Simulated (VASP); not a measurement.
TiSi5: single point with PBE

TiSi5:

```
CELL_PARAMETERS angstrom
7.37929 -0.00735 -0.02706
-0.00735 7.17409 -0.02007
-0.02706 -0.02007 7.31400
ATOMIC_POSITIONS crystal
Si 0.87291 0.82944 0.94626
Si 0.57039 0.62862 0.21822
Si 0.20150 0.87168 0.47501
Si 0.98970 0.14252 0.06242
Si 0.75347 0.20258 0.32669
Si 0.57508 0.75088 0.53287
Si 0.52930 0.64680 0.88394
Si 0.15892 0.48117 0.04584
Si 0.58484 0.39804 0.66804
Si 0.45367 0.12729 0.45383
Si 0.09817 0.17103 0.39756
Si 0.27287 0.35161 0.74989
Si 0.27953 0.77673 0.14685
Si 0.94687 0.53939 0.30745
Si 0.46814 0.31318 0.14169
Si 0.06163 0.04186 0.73653
Si 0.89810 0.70964 0.58913
Si 0.81802 0.87227 0.29286
Si 0.40521 0.04876 0.91721
Si 0.73138 0.12838 0.82776
Ti 0.30834 0.49677 0.39720
Ti 0.79066 0.46468 0.99654
Ti 0.18733 0.71760 0.79794
Ti 0.92468 0.35205 0.61829
```

```yaml
Program: VASP 6.6.1
Task: single point
Functional: PBE
Potentials_or_basis: VASP PAW PBE potentials, release 64 (Si, Ti_sv)
Cutoff: 400 eV
k_mesh: 1 × 1 × 1, shifted
Occupations: fermi-dirac, width 0.05 eV
Spin: no spin polarisation
Dipole_correction: no
Mended: yes
Further_INCAR_settings: LREAL = Auto; ALGO = Normal; EDIFF = 1e-06; NBANDS = 82; ISYM = -1
```

The pressure is -2.3 GPa and the largest force is 1.331 eV/Å.

Forces on the atoms (eV/Å):
```
Si   0.039  0.345  0.253
Si   0.328  0.294  0.141
Si   0.771 -0.620 -0.650
Si   0.210  0.788  0.174
Si   0.123  0.946 -0.303
Si  -0.689 -0.175  0.567
Si  -0.482  0.634 -0.398
Si   0.043 -0.897  0.982
Si   0.529  0.045 -0.725
Si  -0.047  0.497 -0.236
Si   0.785 -0.350 -0.785
Si  -0.197 -0.220 -0.161
Si   0.375  0.411  0.079
Si  -0.081 -0.651 -0.058
Si   0.304 -0.735  0.244
Si  -0.102  0.830  0.383
Si  -0.535  0.312  0.062
Si   0.086 -0.604 -0.824
Si  -0.495  0.315  0.087
Si   0.418 -0.632  0.201
Ti  -1.142  0.275  0.110
Ti  -0.518 -0.443  0.219
Ti  -0.144  0.256 -0.154
Ti   0.421 -0.619  0.791
```

Stress tensor (GPa, compression positive):
```
-2.22 -2.09 -2.38
-2.09 -3.89  2.28
-2.38  2.28 -0.78
```

Levels at points of the mesh, in eV from the Fermi level:
```tsv
k point	band 60	band 61	band 62	band 63	band 64	band 65	band 66	band 67	band 68	band 69
(0.25, 0.25, 0.25)	-0.75	-0.64	-0.50	-0.46	-0.20	0.21	0.31	0.41	0.68	0.76
```

It took 40 s on 1 thread of Intel(R) Xeon(R) 6975P-C (Granite Rapids), on a shared host, peak memory 0.31 GiB.

Caveat: the atoms stand as in a frame of molecular dynamics.
